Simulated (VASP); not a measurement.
A run of VASP 6.6.1:

INCAR

```
SYSTEM = Y
PREC     = Accurate       ! precision mode
ENCUT    = 520            ! plane-wave cutoff, eV
EDIFF    = 1E-6           ! SCF threshold, eV
ISMEAR   = -1             ! smearing method
SIGMA    = 0.08           ! smearing width, eV
LREAL    = .FALSE.        ! projectors in reciprocal space
LASPH    = .TRUE.         ! aspherical terms in the spheres
NELM     = 80             ! most SCF steps
ALGO     = Normal         ! electronic algorithm
ISIF     = 2              ! what is computed and relaxed
LWAVE    = .FALSE.        ! write WAVECAR
LCHARG   = .FALSE.        ! write CHGCAR
GGA      = PS             ! functional
NBANDS   = 12             ! bands
```

KPOINTS

```
regular mesh
0
G
  12 12 12
  0 0 0
```

Contents of POSCAR:

```
Y
1.0
    2.5660778288      0.0000000000      0.0000000000
    0.0000000000      2.5660778288      0.0000000000
    0.0000000000      0.0000000000      2.5660778288
Y
1
Direct
    0.0000000000      0.0000000000      0.0000000000
```

Potentials or basis: VASP PAW PBE potentials, release 64 (Y_sv).

The run is started by

```console
$ cat potpaw_PBE.64/Y_sv/POTCAR > POTCAR
$ mpirun -np 1 vasp_std > vasp.out
```

Hardware: 1 thread of Intel(R) Xeon(R) 6975P-C (Granite Rapids), on a shared host.

How long does it take, and how much memory?

Run time: 7.4 s on 1 thread of Intel(R) Xeon(R) 6975P-C (Granite Rapids), with other jobs on the host, peak memory 0.14 GiB. Counts: scf iterations 11, k points 84.
